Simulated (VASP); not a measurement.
Wanted: the native input for a VASP 6.6.1 run.

| Item | Value |
| --- | --- |
| Task | single point |
| Functional | PBE |
| Dispersion | D3(BJ) |
| Potentials or basis | VASP PAW PBE potentials, release 64 (Se, Pt) |
| Cutoff | 400 eV |
| k mesh | 9 × 9 × 1 |
| Occupations | gaussian, width 0.02 eV |
| Spin | no spin polarisation |
| Dipole correction | yes |
| Further INCAR settings | ALGO = Normal; EDIFF = 1e-06; NBANDS = 18; NELMDL = -8 |

The structure of PtSe2 lies in POSCAR:

```
PtSe2
1.0
    3.7560000000      0.0000000000      0.0000000000
   -1.8780000000      3.2527914166      0.0000000000
    0.0000000000      0.0000000000     31.1212903780
Se Pt
2 1
Direct
    0.6666666667      0.3333333333      0.4596578424
    0.3333333333      0.6666666667      0.5403421576
    0.0000000000      0.0000000000      0.5000000000
```

One way to write it, as run:

INCAR

```
PREC = Accurate ; ENCUT = 400
EDIFF = 1E-6 ; ISMEAR = 0
SIGMA = 0.02 ; LREAL = False
LASPH = True ; NELM = 120
ALGO = Normal ; ISIF = 2
LWAVE = False ; LCHARG = False
LDIPOL = True ; IDIPOL = 3
DIPOL = 0.5 0.5 0.500 ; GGA = PE
IVDW = 12 ; NBANDS = 18
GGA_COMPAT = False ; NELMDL = -8
```

KPOINTS

```
Automatic mesh
0
Gamma
  9 9 1
```

Potentials or basis: VASP PAW PBE potentials, release 64 (Se, Pt).

The run is started by

```bash
$ cat potpaw_PBE.64/Se/POTCAR potpaw_PBE.64/Pt/POTCAR > POTCAR
$ mpirun -np 1 vasp_std > vasp.out
```

It gave:

* Largest force: 0.492 eV/Å
* Band gap on the k mesh: 1.39 eV (least direct gap 1.40 eV)
* Dispersion energy per atom: -0.294 eV

Caveat: spin-orbit coupling is left out, which moves the levels of the heavy elements.

Run time: 3.6 min on 1 thread of Intel Xeon 8259CL, with other jobs on the host, peak memory 0.45 GiB.
